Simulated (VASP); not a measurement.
# Ir (Pm-3m) in VASP: notebook

Ir is run at these levels: PBE; tasks: single point.

Everything below comes from runs of VASP 6.6.1. Logs are shortened: lines on timing, memory, paths and dates and some standing lists are left out, and cuts for length are marked.

## (1) The cell of the first run

The structure is cubic, space group Pm-3m (No. 221). The conventional cell has a = 2.041 Å, b = 2.041 Å, c = 2.041 Å, α = 90.00°, β = 90.00°, γ = 90.00°. Ir (site symmetry m-3m) has 6 Ir at 2.04 Å within 2.7 Å.

## (2) Single point, PBE (volume scaled by 0.5)

INCAR

```
ALGO = Normal ; EDIFF = 1E-6
ENCUT = 520 ; GGA = PE
ISIF = 2 ; ISMEAR = -1
LASPH = T ; LCHARG = F
LREAL = F ; LWAVE = F
NBANDS = 10 ; NELM = 80
PREC = Accurate ; SIGMA = 0.08
```

KPOINTS

```
k-points
0
Gamma
  17 17 17
```

POSCAR

```
Ir
1.0
    2.0405329145      0.0000000000      0.0000000000
    0.0000000000      2.0405329145      0.0000000000
    0.0000000000      0.0000000000      2.0405329145
Ir
1
Direct
    0.0000000000      0.0000000000      0.0000000000
```

Potentials or basis: VASP PAW PBE potentials, release 64 (Ir).

Command:

```
> cat potpaw_PBE.64/Ir/POTCAR > POTCAR
> mpirun -np 1 vasp_std > vasp.out
```

OUTCAR:

```text
EDIFF = 1E-6
   ENCUT = 520
   GGA = PE
   ISIF = 2
   ISMEAR = -1
   LASPH = T
   LREAL = F
   NELM = 80
   PREC = Accurate

 ion  position               nearest neighbor table
   1  0.000  0.000  0.000-

  LATTYP: Found a simple cubic cell.
 ALAT       =     2.0405329145

  Lattice vectors:

 A1 = (   2.0405329145,   0.0000000000,   0.0000000000)
 A2 = (   0.0000000000,   2.0405329145,   0.0000000000)
 A3 = (   0.0000000000,   0.0000000000,   2.0405329145)

Analysis of symmetry for initial positions (statically):
=====================================================================
 Subroutine PRICEL returns:
 Original cell was already a primitive cell.

 Routine SETGRP: Setting up the symmetry group for a
 simple cubic supercell.

 Subroutine GETGRP returns: Found 48 space group operations
 (whereof 48 operations were pure point group operations)
 out of a pool of 48 trial point group operations.

The static configuration has the point symmetry O_h .

Analysis of symmetry for dynamics (positions and initial velocities):
=====================================================================
 Subroutine PRICEL returns:
 Original cell was already a primitive cell.

 Routine SETGRP: Setting up the symmetry group for a
 simple cubic supercell.

 Subroutine GETGRP returns: Found 48 space group operations
 (whereof 48 operations were pure point group operations)
 out of a pool of 48 trial point group operations.

The dynamic configuration has the point symmetry O_h .

 Subroutine INISYM returns: Found 48 space group operations
 (whereof 48 operations are pure point group operations),
 and found     1 'primitive' translations

----------------------------------------------------------------------------------------

                                     Primitive cell

  volume of cell :       8.4963

  direct lattice vectors                    reciprocal lattice vectors
     2.040532914  0.000000000  0.000000000     0.490068057  0.000000000  0.000000000
     0.000000000  2.040532914  0.000000000     0.000000000  0.490068057  0.000000000
     0.000000000  0.000000000  2.040532914     0.000000000  0.000000000  0.490068057

  length of vectors
     2.040532914  2.040532914  2.040532914     0.490068057  0.490068057  0.490068057

  position of ions in fractional coordinates (direct lattice)
     0.000000000  0.000000000  0.000000000

  ion indices of the primitive-cell ions
   primitive index   ion index
                 1           1

----------------------------------------------------------------------------------------

 KPOINTS: k-points

Automatic generation of k-mesh.
 Grid dimensions read from file:
 generate k-points for:   17   17   17

 Generating k-lattice:

  Cartesian coordinates                     Fractional coordinates (reciprocal lattice)
     0.028827533  0.000000000  0.000000000     0.058823529  0.000000000  0.000000000
     0.000000000  0.028827533  0.000000000     0.000000000  0.058823529  0.000000000
     0.000000000  0.000000000  0.028827533     0.000000000  0.000000000  0.058823529

  Length of vectors
     0.028827533  0.028827533  0.028827533

  Shift w.r.t. Gamma in fractional coordinates (k-lattice)
     0.000000000  0.000000000  0.000000000

 Subroutine IBZKPT returns following result:
 ===========================================

 Found    165 irreducible k-points:

 Following reciprocal coordinates:
            Coordinates               Weight
  0.000000  0.000000  0.000000      1.000000
  0.058824  0.000000  0.000000      6.000000
  0.117647  0.000000  0.000000      6.000000
  0.176471  0.000000  0.000000      6.000000
  0.235294  0.000000  0.000000      6.000000
  0.294118  0.000000  0.000000      6.000000
[... 16 lines left out ...]
  0.411765  0.117647  0.000000     24.000000
  0.470588  0.117647  0.000000     24.000000
 [... further k-points ...]
   k-points           NKPTS =    165   k-points in BZ     NKDIM =    165   number of bands    NBANDS=     10
   number of dos      NEDOS =    301   number of ions     NIONS =      1
   total plane-waves  NPLWV =   4096
   dimension x,y,z NGX =    16 NGY =   16 NGZ =   16
   dimension x,y,z NGXF=    32 NGYF=   32 NGZF=   32
   ions per type =               1
   NGX,Y,Z   is equivalent  to a cutoff of  13.04, 13.04, 13.04 a.u.
   NGXF,Y,Z  is equivalent  to a cutoff of  26.07, 26.07, 26.07 a.u.
 SYSTEM =  unknown system
   PREC   = accura    normal or accurate (medium, high low for compatibility)
   ISTART =      0    job   : 0-new  1-cont  2-samecut
   ICHARG =      2    charge: 1-file 2-atom 10-const
   ISPIN  =      1    spin polarized calculation?
   LNONCOLLINEAR =      F non collinear calculations
   LSORBIT =      F    spin-orbit coupling
   LASPH  =      T    aspherical Exc in radial PAW
   ENCUT  =  520.0 eV  38.22 Ry    6.18 a.u.   3.79  3.79  3.79*2*pi/ulx,y,z
   NELM   =     80;   NELMIN=  2; NELMDL= -5     # of ELM steps
   EDIFF  = 0.1E-05   stopping-criterion for ELM
   LREAL  =      F    real-space projection
   EDIFFG = 0.1E-04   stopping-criterion for IOM
   NSW    =      0    number of steps for IOM
   IBRION =     -1    ionic relax: 0-MD 1-quasi-New 2-CG
   NFREE  =      0    steps in history (QN), initial steepest desc. (CG)
   ISIF   =      2    stress and relaxation
   ISYM   =      2    0-nonsym 1-usesym 2-fastsym
   POTIM  = 0.5000    time-step for ionic-motion
   TEBEG  =    0.0;   TEEND  =   0.0 temperature during run
   PSTRESS=    0.0 pullay stress
   NELECT =       9.0000    total number of electrons
   NUPDOWN=      -1.0000    fix difference up-down
   EMIN   =  10.00;   EMAX   =-10.00  energy-range for DOS
   EFERMI =   0.00;   METHOD = LEGACY
   ISMEAR =    -1;   SIGMA  =   0.08  broadening in eV -4-tet -1-fermi 0-gaus
   EFERMI_NEDOS =   21; number of points for ismear=-14 and -15
   IALGO  =     38    algorithm
   IMIX   =      4    mixing-type and parameters
     AMIX     =   0.40;   BMIX     =  1.00
     AMIX_MAG =   1.60;   BMIX_MAG =  1.00
  volume/ion in A,a.u.               =       8.50        57.34
  Fermi-wavevector in a.u.,A,eV,Ry     =   1.668830  3.153631 37.892132  2.784993
  Thomas-Fermi vector in A             =   2.754609
   LORBIT       =      0    0 simple, 1 ext, 2 COOP (PROOUT), +10 PAW based schemes
   GGA     = PE    functional components
[... 5 lines left out ...]
 non-spin polarized calculation
  energy-cutoff  :      520.00
  volume of cell :        8.50
 maximum number of plane-waves:       251
 NGX is ok and might be reduce to    16
   NGX =  7   NGY =  7   NGZ =  7

 number of electron       9.0000001 magnetization

 Free energy of the ion-electron system (eV)
  ---------------------------------------------------
  ext. energy  EPLUGINS =         0.00000000
  ---------------------------------------------------
  free energy    TOTEN  =         4.06137626 eV

  energy without entropy =        4.07649257  energy(sigma->0) =        4.06893442

 E-fermi :  21.6184     XC(G=0): -16.9793

 val. band max:       21.6071310766   @ k =   0.3529   0.2353   0.0000
 cond. band min:      21.6307191896   @ k =   0.4118   0.2941   0.2353
 fundamental gap:      0.0235881130
 Fermi energy:        21.6183768594

 k-point     1 :       0.0000    0.0000    0.0000
  band No.  band energies     occupation
      1       5.2086      2.00000
      2       6.5200      2.00000
      3       6.5200      2.00000
      4      25.3989      0.00000
      5      25.3989      0.00000
      6      25.3989      0.00000
      7      42.0160      0.00000
      8      42.0160      0.00000
      9      42.0160      0.00000
     10      50.2667      0.00000

 k-point     2 :       0.0588    0.0000    0.0000
  band No.  band energies     occupation
      1       5.4269      2.00000
      2       6.5779      2.00000
      3       6.8584      2.00000
      4      24.9371      0.00000
      5      24.9371      0.00000
      6      25.4311      0.00000
      7      41.0099      0.00000
      8      42.5076      0.00000
      9      42.5076      0.00000
     10      50.2237      0.00000

 k-point     3 :       0.1176    0.0000    0.0000
  band No.  band energies     occupation
      1       5.8800      2.00000
      2       6.7466      2.00000
      3       8.0162      2.00000
      4      23.7496      0.00000
      5      23.7496      0.00000
      6      25.5242      0.00000
      7      38.8213      0.00000
      8      43.7552      0.00000
      9      43.7552      0.00000
     10      48.2104      0.00000

 k-point     4 :       0.1765    0.0000    0.0000
  band No.  band energies     occupation
      1       6.4048      2.00000
      2       7.0104      2.00000
      3       9.9778      2.00000
      4      22.2160      0.00114
      5      22.2160      0.00114
      6      25.6673      0.00000
      7      36.4647      0.00000
      8      45.1481      0.00000
      9      45.3111      0.00000
     10      45.3111      0.00000
[... 222 lines left out ...]
 k-point    22 :       0.3529    0.1176    0.0000
  band No.  band energies     occupation
      1       8.4405      2.00000
      2       9.9223      2.00000
      3      13.9828      2.00000
      4      18.2775      2.00000
      5      20.0043      2.00000
      6      24.7615      0.00000
      7      33.9417      0.00000
      8      40.1416      0.00000
      9      45.7719      0.00000
     10      49.1218      0.00000

 k-point    23 :       0.4118    0.1176    0.0000
  band No.  band energies     occupation
      1       8.8082      2.00000
      2      10.4895      2.00000
      3      13.3512      2.00000
      4      17.4878      2.00000
      5      21.1438      1.99471
      6      24.9157      0.00000
      7      34.6737      0.00000
      8      38.9924      0.00000
      9      46.7714      0.00000
     10      49.2263      0.00000

 k-point    24 :       0.4706    0.1176    0.0000
  band No.  band energies     occupation
      1       9.0063      2.00000
      2      10.9364      2.00000
      3      12.8189      2.00000
      4      17.0826      2.00000
      5      21.6385      0.87511
      6      25.0000      0.00000
      7      35.8753      0.00000
      8      38.3617      0.00000
      9      47.7446      0.00000
     10      49.2262      0.00000

 [... further k-points ...]

------------------------ aborting loop because EDIFF is reached ----------------------------------------

  FORCE on cell =-STRESS in cart. coord.  units (eV):
  Direction    XX          YY          ZZ          XY          YZ          ZX
  --------------------------------------------------------------------------------------
  -------------------------------------------------------------------------------------
  Total       43.9916638     43.9916638     43.9916638      0.0000000      0.0000000     -0.0000000
  in kB     8295.6449573   8295.6449573   8295.6449573      0.0000000      0.0000000     -0.0000000
  external PRESSURE =    8295.6449573 kB  Pullay stress =       0.0000000 kB

 VOLUME and BASIS-vectors are now :
 -----------------------------------------------------------------------------
  energy-cutoff  :      520.00
  volume of cell :        8.50
      direct lattice vectors                 reciprocal lattice vectors
     2.040532914  0.000000000  0.000000000     0.490068057  0.000000000  0.000000000
     0.000000000  2.040532914  0.000000000     0.000000000  0.490068057  0.000000000
     0.000000000  0.000000000  2.040532914     0.000000000  0.000000000  0.490068057

 POSITION                                       TOTAL-FORCE (eV/Angst)
 -----------------------------------------------------------------------------------
      0.00000      0.00000      0.00000         0.000000      0.000000      0.000000
 -----------------------------------------------------------------------------------
    total drift:                               -0.000000      0.000000      0.000000

  FREE ENERGIE OF THE ION-ELECTRON SYSTEM (eV)
  ---------------------------------------------------
  free  energy   TOTEN  =         4.0613762591 eV

  energy  without entropy=        4.0764925735  energy(sigma->0) =        4.06893442
```

It took 6.1 s on 1 thread of Intel Xeon Platinum 8259CL at 2.50GHz (Skylake/Cascade Lake), shared host; peak memory 0.13 GiB.

The run converged, but its numbers aren't listed here, since they failed a check.

Caveat: spin-orbit coupling is left out, which moves the levels of the heavy elements.

## (3) Single point, PBE (volume scaled by 0.6)

INCAR

```
SYSTEM = Ir
PREC = Accurate
ENCUT = 520
EDIFF = 1E-6
ISMEAR = -1
SIGMA = 0.08
LREAL = .False.
LASPH = .True.
NELM = 100
ALGO = Normal
ISIF = 2
LWAVE = .False.
LCHARG = .False.
GGA = PE
NBANDS = 10
```

KPOINTS

```
regular mesh
0
Gamma
  17 17 17
  0 0 0
```

POSCAR

```
Ir
1.0
    2.1683897873      0.0000000000      0.0000000000
    0.0000000000      2.1683897873      0.0000000000
    0.0000000000      0.0000000000      2.1683897873
Ir
1
Direct
    0.0000000000      0.0000000000      0.0000000000
```

Potentials or basis: VASP PAW PBE potentials, release 64 (Ir).

Command:

```
> cat potpaw_PBE.64/Ir/POTCAR > POTCAR
> mpirun -np 1 vasp_std > vasp.out
```

It took 6 s on 1 thread of Intel Xeon Platinum 8259CL at 2.50GHz (Skylake/Cascade Lake), shared host; peak memory 0.13 GiB.

The run converged. Its results:

* Free energy: -2.3147 eV
* Pressure: 418.8 GPa

Levels at points of the mesh, in eV from the Fermi level:
```
           k point  band 3  band 4  band 5  band 6  band 7  band 8
(0.00, 0.00, 0.00)  -11.91    3.00    3.00    3.00   19.15   19.15
```

Caveat: spin-orbit coupling is left out, which moves the levels of the heavy elements.

## (4) Single point, PBE (volume scaled by 0.7)

INCAR

```
SYSTEM = Ir
PREC = Accurate ; ENCUT = 520
EDIFF = 1E-6 ; ISMEAR = -1
SIGMA = 0.08 ; LREAL = .False.
LASPH = .True. ; NELM = 80
ALGO = Normal ; ISIF = 2
LWAVE = .False. ; LCHARG = .True.
GGA = PE ; LELF = .True.
LVHAR = .True. ; NBANDS = 10
```

KPOINTS is that of step 3.

POSCAR

```
Ir
1.0
    2.2827216074      0.0000000000      0.0000000000
    0.0000000000      2.2827216074      0.0000000000
    0.0000000000      0.0000000000      2.2827216074
Ir
1
Direct
    0.0000000000      0.0000000000      0.0000000000
```

Potentials or basis: VASP PAW PBE potentials, release 64 (Ir).

Command:

```
> cat potpaw_PBE.64/Ir/POTCAR > POTCAR
> mpirun -np 1 vasp_std > vasp.out
```

OUTCAR:

```text
SYSTEM = Ir
   PREC = Accurate
   ENCUT = 520
   EDIFF = 1E-6
   ISMEAR = -1
   LREAL = .False.
   LASPH = .True.
   NELM = 80
   ISIF = 2
   GGA = PE

 ion  position               nearest neighbor table
   1  0.000  0.000  0.000-

  LATTYP: Found a simple cubic cell.
 ALAT       =     2.2827216074

  Lattice vectors:

 A1 = (   2.2827216074,   0.0000000000,   0.0000000000)
 A2 = (   0.0000000000,   2.2827216074,   0.0000000000)
 A3 = (   0.0000000000,   0.0000000000,   2.2827216074)

Analysis of symmetry for initial positions (statically):
=====================================================================
 Subroutine PRICEL returns:
 Original cell was already a primitive cell.

 Routine SETGRP: Setting up the symmetry group for a
 simple cubic supercell.

 Subroutine GETGRP returns: Found 48 space group operations
 (whereof 48 operations were pure point group operations)
 out of a pool of 48 trial point group operations.

The static configuration has the point symmetry O_h .

Analysis of symmetry for dynamics (positions and initial velocities):
[... 163 lines left out ...]

 k-point     1 :       0.0000    0.0000    0.0000
  band No.  band energies     occupation
      1       0.9103      2.00000
      2       3.8486      2.00000
      3       3.8486      2.00000
      4      15.9226      0.00000
      5      15.9226      0.00000
      6      15.9226      0.00000
      7      31.5796      0.00000
      8      31.5796      0.00000
      9      31.5796      0.00000
     10      39.5746      0.00000
[... 287 lines left out ...]
 k-point    24 :       0.4706    0.1176    0.0000
  band No.  band energies     occupation
      1       4.9901      2.00000
      2       6.0180      2.00000
      3       8.1742      2.00000
      4      11.0688      2.00000
      5      13.8021      0.06588
      6      15.6967      0.00000
      7      23.1195      0.00000
      8      30.7610      0.00000
      9      36.0784      0.00000
     10      37.6125      0.00000

 [... further k-points ...]

------------------------ aborting loop because EDIFF is reached ----------------------------------------

  FORCE on cell =-STRESS in cart. coord.  units (eV):
  Direction    XX          YY          ZZ          XY          YZ          ZX
  --------------------------------------------------------------------------------------
  -------------------------------------------------------------------------------------
  Total       15.4137157     15.4137157     15.4137157      0.0000000      0.0000000      0.0000000
  in kB     2076.1516741   2076.1516741   2076.1516741      0.0000000      0.0000000      0.0000000
  external PRESSURE =    2076.1516741 kB  Pullay stress =       0.0000000 kB

 VOLUME and BASIS-vectors are now :
 -----------------------------------------------------------------------------
  energy-cutoff  :      520.00
  volume of cell :       11.89
      direct lattice vectors                 reciprocal lattice vectors
     2.282721607  0.000000000  0.000000000     0.438073568  0.000000000  0.000000000
     0.000000000  2.282721607  0.000000000     0.000000000  0.438073568  0.000000000
     0.000000000  0.000000000  2.282721607     0.000000000  0.000000000  0.438073568

 POSITION                                       TOTAL-FORCE (eV/Angst)
 -----------------------------------------------------------------------------------
      0.00000      0.00000      0.00000         0.000000      0.000000      0.000000
 -----------------------------------------------------------------------------------
    total drift:                                0.000000      0.000000      0.000000

  FREE ENERGIE OF THE ION-ELECTRON SYSTEM (eV)
  ---------------------------------------------------
  free  energy   TOTEN  =        -5.5181607123 eV

  energy  without entropy=       -5.5036346784  energy(sigma->0) =       -5.51089770
```

Run time: 12 s. Hardware: 1 thread of Intel Xeon Platinum 8259CL at 2.50GHz (Skylake/Cascade Lake), shared host; peak memory 0.13 GiB.

Results:

```yaml
Free_energy: -5.5182 eV
Pressure: 207.6 GPa
```

Levels at points of the mesh, in eV from the Fermi level:
```csv
k point,band 2,band 3,band 4,band 5,band 6,band 7,band 8,band 9
"(0.00, 0.00, 0.00)",-9.68,-9.68,2.39,2.39,2.39,18.05,18.05,18.05
```

Caveat: spin-orbit coupling is left out, which moves the levels of the heavy elements.

(Part 1 of 2 ends here.)
